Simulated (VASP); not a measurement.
MoSe, 2 atoms in the cell. The structure is cubic, space group Pm-3m (No. 221). The conventional cell has a = 3.531 Å, b = 3.531 Å, c = 3.531 Å, α = 90.00°, β = 90.00°, γ = 90.00°. Mo (site symmetry m-3m) has 8 Se at 3.06 Å and 6 Mo at 3.53 Å within 4.0 Å. Within 4.0 Å of Se (site symmetry m-3m) lie 8 Mo at 3.06 Å and 6 Se at 3.53 Å. 

- Program: VASP 6.6.1
- Task: single point
- Functional: r2SCAN
- Potentials or basis: VASP PAW PBE potentials, release 64 (Mo_sv, Se)
- Cutoff: 520 eV
- k mesh: 12 × 12 × 12
- Occupations: gaussian, width 0.1 eV
- Spin: collinear spin
- Starting moments: [0.5, 0.0] μB
- Hubbard terms: Mo d U = 4.38 eV
- Dipole correction: no
- Further INCAR settings: ALGO = Normal; EDIFF = 1e-07; NBANDS = 21

Potentials or basis: VASP PAW PBE potentials, release 64 (Mo_sv, Se).

Run with:

```bash
$ cat potpaw_PBE.64/Mo_sv/POTCAR potpaw_PBE.64/Se/POTCAR > POTCAR
$ cp INCAR.step1 INCAR
$ mpirun -np 1 vasp_std > vasp.out
$ cp INCAR.step2 INCAR
$ mpirun -np 1 vasp_std > vasp.out
```

Hardware: 1 thread of Oxide Virtual Turin-like Processor, with other jobs on the host.

Question: How long does it take, and how much memory?

Answer: Wall time 25 min on 1 thread of Oxide Virtual Turin-like Processor, with other jobs on the host, peak memory 0.23 GiB. Counts: k points 84.
